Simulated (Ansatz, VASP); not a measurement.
C: VASP beside Ansatz

```xyz
2
Lattice="0.0000 2.0632 3.2978 1.1912 0.0000 3.2978 1.1912 2.0632 0.0000" Properties=species:S:1:pos:R:3 pbc="T T T"
C     1.1912    0.6877    3.2978
C     1.1912    3.4386    3.2978
```

Change from the starting cell: strain -0.030 along x and y, -0.015 along z, atoms carried along.

Alike in both runs: task single point; functional r2SCAN; k mesh 14 × 14 × 14; occupations gaussian, width 0.05 eV; no spin polarisation.

|  | VASP | Ansatz |
| --- | --- | --- |
| version | VASP 6.6.1 | Ansatz 0.2.0 |
| potentials or method | VASP PAW PBE potentials, release 64 (C), cutoff 520 eV | scalar-relativistic, plane waves, PAW |
| valence electrons in the cell | 8 | 8 |

```csv
,VASP,Ansatz,Ansatz less VASP
gap on the k mesh at the Fermi level (eV),0.43,0.43,-0.001
least direct gap on the mesh (eV),0.53,0.53,-0.001
pressure (GPa),31.6,30.8,-0.74
"traceless stress, the component that is largest in VASP (GPa)",-29.09,-28.21,+0.878
rms of the force components (eV/Å),0.017,0.017,0.0000
```

VASP's potentials were made for PBE, not for r2SCAN. Atom by atom the forces differ by 0.000 eV/Å (rms over components). Both programs put the cell under a high pressure, so it lies far from rest at this level. The functional is the same, so the differences come from potentials, cutoffs and numerics.
